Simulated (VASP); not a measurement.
Here is a VASP 6.6.1 calculation.

The input INCAR:

```
PREC = Accurate
ENCUT = 520
EDIFF = 1E-6
ISMEAR = 0
SIGMA = 0.05
LREAL = F
LASPH = T
NELM = 60
ALGO = Normal
ISIF = 2
LWAVE = F
LCHARG = T
GGA = PS
LELF = T
LVHAR = T
NBANDS = 16
```

Contents of KPOINTS:

```
Automatic mesh
0
Gamma
  12 12 4
```

File POSCAR:

```
BN
1.0
    2.3660439262      0.0000000000      0.0000000000
   -1.1830219631      2.0490541466      0.0000000000
    0.0000000000      0.0000000000      7.4989396197
B N
2 2
Direct
    0.3333333333      0.6666666667      0.2500000000
    0.6666666667      0.3333333333      0.7500000000
    0.3333333333      0.6666666667      0.7500000000
    0.6666666667      0.3333333333      0.2500000000
```

Potentials or basis: VASP PAW PBE potentials, release 64 (B, N).

The run is started by

```bash
$ cat potpaw_PBE.64/B/POTCAR potpaw_PBE.64/N/POTCAR > POTCAR
$ mpirun -np 1 vasp_std > vasp.out
```

(1) Predict the pressure.

(2) What does it give for the band gap on the k mesh?

Answers

(1) 46.6 GPa.

(2) 4.35 eV, indirect (least direct gap 5.03 eV).

Caveat: the PAW data sets were made with another functional, which shifts forces and pressure a little; this functional lacks dispersion, which binds the layers, so the pressure and a relaxed spacing across them are unreliable.
